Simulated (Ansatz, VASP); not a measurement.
This is a calculation of CuI for Ansatz 0.2.0.

The input input.yaml:

```yaml
crystal:
  lattice:
    - [0.0, 3.0315, 3.0315]
    - [3.0315, 0.0, 3.0315]
    - [3.0315, 3.0315, 0.0]
  atoms:
    - { symbol: I, position: [0.0, 0.0, 0.0] }
    - { symbol: Cu, position: [0.75, 0.75, 0.75] }
hamiltonian:
  xc:
    exchange: pbe
    correlation: pbe
    exx: { coeff: 0.25, omega: 0.2078699 }
  pseudopotentials: { kind: paw }
kpoints:
  mp_grid: { grid: [4, 4, 4] }
scf:
  occupations: { method: fermi_dirac, width: 0.05 }
output:
  forces: true
  stress: true
  eigenvalues: true
```

Potentials or basis: Ansatz PAW.

Command:

```console
$ ansatz run input.yaml --threads 1 --pin off --max-ram 3584MiB --backend cpu --events-out ev --progress --plain --runs-dir out
```

Q: Set up the same calculation for VASP 6.6.1. Potentials there: VASP PAW PBE potentials, release 64 (I, Cu).

A: As run (the cutoff follows the program's own potentials):

POSCAR

```
CuI
1.0
    0.0000000000      3.0315000000      3.0315000000
    3.0315000000      0.0000000000      3.0315000000
    3.0315000000      3.0315000000      0.0000000000
I Cu
1 1
Direct
    0.0000000000      0.0000000000      0.0000000000
    0.7500000000      0.7500000000      0.7500000000
```

The input INCAR.step1:

```
SYSTEM = CuI
ALGO = Normal
EDIFF = 1E-5
ENCUT = 520
GGA = PE
ISIF = 2
ISMEAR = -1
LASPH = .True.
LCHARG = .False.
LREAL = .False.
LWAVE = .True.
NBANDS = 16
NELM = 100
PREC = Accurate
SIGMA = 0.05
```

INCAR.step2

```
SYSTEM = CuI
AEXX = 0.25
ALGO = Normal
EDIFF = 1E-6
ENCUT = 520
GGA = PE
HFSCREEN = 0.2078699
ISIF = 2
ISMEAR = -1
ISTART = 1
LASPH = .True.
LCHARG = .False.
LHFCALC = .True.
LREAL = .False.
LWAVE = .False.
NBANDS = 16
NELM = 100
PREC = Accurate
PRECFOCK = Normal
SIGMA = 0.05
```

KPOINTS

```
k-points
0
Gamma
  4 4 4
  0 0 0
```

Potentials or basis: VASP PAW PBE potentials, release 64 (I, Cu).

Run with:

```sh
$ cat potpaw_PBE.64/I/POTCAR potpaw_PBE.64/Cu/POTCAR > POTCAR
$ cp INCAR.step1 INCAR
$ mpirun -np 1 vasp_std > vasp.out
$ cp INCAR.step2 INCAR
$ mpirun -np 1 vasp_std > vasp.out
```

Both were run:

|  | VASP | Ansatz | Ansatz less VASP |
| --- | --- | --- | --- |
| gap on the k mesh at the Fermi level (eV) | 2.59 | 2.64 | +0.052 |
| least direct gap on the mesh (eV) | 2.59 | 2.64 | +0.052 |
| pressure (GPa) | 0.6 | 0.8 | +0.25 |

VASP's potentials were made for PBE, not for PBE-based screened hybrid. With one functional, cell and mesh, what is left measures potentials, basis and numerics. VASP's potentials hold 18 valence electrons a cell and Ansatz's 36, so a difference there can come from the potentials and not from the codes.

The k mesh is coarse, so the values compare programs but aren't converged. Spin-orbit coupling is off throughout.
